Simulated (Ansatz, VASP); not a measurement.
**BeTe: VASP beside Ansatz**

File INCAR:

```
SYSTEM = BeTe
  ALGO = Normal
  EDIFF = 1E-6
  ENCUT = 600
  GGA = PS
  GGA_COMPAT = .False.
  ISIF = 2
  ISMEAR = 0
  LASPH = .True.
  LCHARG = .False.
  LREAL = .False.
  LWAVE = .False.
  NBANDS = 11
  NELM = 120
  PREC = Accurate
  SIGMA = 0.05
```

KPOINTS

```
k-points
0
Gamma
  8 8 8
  0 0 0
```

Contents of POSCAR:

```
BeTe
1.0
    0.0000000000      2.8025663535      2.8025663535
    2.8025663535      0.0000000000      2.8025663535
    2.8025663535      2.8025663535      0.0000000000
Be Te
1 1
Direct
    0.0000000000      0.0000000000      0.0000000000
    0.7500000000      0.7500000000      0.7500000000
```

Input for Ansatz:

```yaml
crystal:
  lattice:
    - [0.0, 2.8025663535, 2.8025663535]
    - [2.8025663535, 0.0, 2.8025663535]
    - [2.8025663535, 2.8025663535, 0.0]
  atoms:
    - { symbol: Be, position: [0.0, 0.0, 0.0] }
    - { symbol: Te, position: [0.75, 0.75, 0.75] }
basis:
  ecutwfc: 420
  ecutrho_ratio: 4
kpoints:
  mp_grid: { grid: [8, 8, 8] }
hamiltonian:
  xc: pbesol
scf:
  occupations: { method: gaussian, width: 0.05 }
output:
  forces: true
  stress: true
  eigenvalues: true
```

Alike in both runs: task single point; functional PBEsol; k mesh 8 × 8 × 8; occupations gaussian, width 0.05 eV; no spin polarisation.

|  | VASP | Ansatz |
| --- | --- | --- |
| version | VASP 6.6.1 | Ansatz 0.2.0 |
| potentials or method | VASP PAW PBE potentials, release 64 (Be, Te), cutoff 600 eV | scalar-relativistic, plane waves, PAW |
| valence electrons in the cell | 8 | 18 |

Ansatz gave:

- gap on the k mesh at the Fermi level (eV): 1.84
- least direct gap on the mesh (eV): 3.61
- pressure (GPa): 0.0

Q: Which values does VASP return?

A: gap on the k mesh at the Fermi level (eV): 1.82; least direct gap on the mesh (eV): 3.59; pressure (GPa): 0.2.

VASP's potentials were made for PBE, not for PBEsol. The functional is the same, so the differences come from potentials, cutoffs and numerics. VASP's potentials hold 8 valence electrons a cell and Ansatz's 18, so a difference there can come from the potentials and not from the codes.

Spin-orbit coupling is off throughout.
